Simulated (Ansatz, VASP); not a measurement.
# Si2Br3: VASP beside Ansatz

File INCAR:

```
PREC = Accurate
ENCUT = 520
EDIFF = 1E-6
ISMEAR = 0
SIGMA = 0.1
LREAL = F
LASPH = T
NELM = 80
ALGO = Normal
ISIF = 2
LWAVE = F
LCHARG = F
GGA = PE
IVDW = 12
NBANDS = 22
```

File KPOINTS:

```
Automatic mesh
0
Gamma
  6 6 2
```

File POSCAR:

```
Si2Br3
1.0
    3.6427314600      0.0000000000      0.0000000000
   -1.8213657300      3.1546979900      0.0000000000
    0.0000000000      0.0000000000      9.5014590500
Si Br
2 3
Direct
    0.3333333300      0.6666666700      0.8420840800
    0.6666666700      0.3333333300      0.1579159200
    0.6666666700      0.3333333300      0.6841681600
    0.0000000000      0.0000000000      0.0000000000
    0.3333333300      0.6666666700      0.3158318400
```

Input for Ansatz:

```yaml
crystal:
  lattice:
    - [3.64273146, 0.0, 0.0]
    - [-1.82136573, 3.15469799, 0.0]
    - [0.0, 0.0, 9.50145905]
  atoms:
    - { symbol: Si, position: [0.33333333, 0.66666667, 0.84208408] }
    - { symbol: Si, position: [0.66666667, 0.33333333, 0.15791592] }
    - { symbol: Br, position: [0.66666667, 0.33333333, 0.68416816] }
    - { symbol: Br, position: [0.0, 0.0, 0.0] }
    - { symbol: Br, position: [0.33333333, 0.66666667, 0.31583184] }
basis:
  ecutwfc: 420
kpoints:
  mp_grid: { grid: [6, 6, 2] }
hamiltonian:
  xc: pbe
  dispersion: d3bj
scf:
  occupations: { method: gaussian, width: 0.1 }
  lower_state_search: "off"
output:
  forces: true
  stress: true
  eigenvalues: true
```

Alike in both runs: task single point; functional PBE; dispersion D3(BJ); k mesh 6 × 6 × 2; occupations gaussian, width 0.1 eV; no spin polarisation.

|  | VASP | Ansatz |
| --- | --- | --- |
| version | VASP 6.6.1 | Ansatz 0.2.0 |
| potentials or method | VASP PAW PBE potentials, release 64 (Si, Br), cutoff 520 eV | scalar-relativistic, plane waves, PAW |
| valence electrons in the cell | 29 | 29 |

Ansatz gave:

- gap on the k mesh at the Fermi level (eV): none
- pressure (GPa): 15.5
- traceless stress, the component that is largest in VASP (GPa): -4.16
- rms of the force components (eV/Å): 0.457

Q: What did VASP give for the same quantities?

A: gap on the k mesh at the Fermi level (eV): none; pressure (GPa): 15.5; traceless stress, the component that is largest in VASP (GPa): -4.16; rms of the force components (eV/Å): 0.458.

Atom by atom the forces differ by 0.001 eV/Å (rms over components). A gap of «none» marks a metal or a gap that the smearing closes.
